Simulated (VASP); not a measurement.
MnO:

```
CELL_PARAMETERS angstrom
0.00000 2.22391 2.22391
2.22391 0.00000 2.22391
2.22391 2.22391 0.00000
ATOMIC_POSITIONS crystal
Mn 0.00000 0.00000 0.00000
O 0.50000 0.50000 0.50000
```

Program: VASP 6.6.1. Alike in all runs: task single point; spin collinear, ferromagnetic start; cell as given; k mesh 10 × 10 × 10; smearing fermi-dirac 0.05 eV.

**Question.** Order these runs on this cell by their pressure, lowest first.
A. level r2SCAN+U; potentials or basis VASP PAW PBE potentials, release 64 (Mn_sv, O); U Mn d U = 8.0 eV; cutoff (eV) 770
B. level PBEsol+U; potentials or basis VASP PAW PBE potentials, release 64 (Mn_sv, O); U Mn d U = 1.0 eV; cutoff (eV) 700
C. level LDA; potentials or basis VASP PAW LDA potentials, release 64 (Mn_sv, O); cutoff (eV) 700

**Answer.** C (-18.6 GPa), B (-3.7 GPa), A (3.0 GPa).

Caveats: a cell with one magnetic atom can't hold antiferromagnetic order, which such compounds often take; the cell stands under tension (at least some runs); the PAW data sets were made with another functional, which shifts forces and pressure a little (at least some runs); the cell stands under pressure (at least some runs).
